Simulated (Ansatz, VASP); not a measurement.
# Two plane-wave programs on C

```
CELL_PARAMETERS angstrom
0.01987 1.77005 1.77005
1.77005 0.01987 1.77005
1.77005 1.77005 0.01987
ATOMIC_POSITIONS crystal
C 0.00019 0.00019 0.00019
C 0.24981 0.24981 0.24981
```

Change from the starting cell: strained cell.

Alike in both runs: functional PBEsol; k mesh 9 × 9 × 9; occupations gaussian, width 0.02 eV; no spin polarisation.

Ansatz relaxed the structure, and its values are those at the end. VASP's run is a single point on that final structure, the one shown.

|  | VASP | Ansatz |
| --- | --- | --- |
| version | VASP 6.6.1 | Ansatz 0.2.0 |
| potentials or method | VASP PAW PBE potentials, release 64 (C), cutoff 600 eV | scalar-relativistic, plane waves, PAW |
| valence electrons in the cell | 8 | 8 |

|  | VASP | Ansatz | Ansatz less VASP |
| --- | --- | --- | --- |
| gap on the k mesh at the Fermi level (eV) | 4.09 | 4.10 | +0.005 |
| least direct gap on the mesh (eV) | 5.29 | 5.29 | 0.000 |
| pressure (GPa) | 14.2 | 13.6 | -0.61 |

VASP's potentials were made for PBE, not for PBEsol, and Ansatz warns of the same on its side. With one functional, cell and mesh, what is left measures potentials, basis and numerics. Ansatz's warnings: stress scf threshold loose.
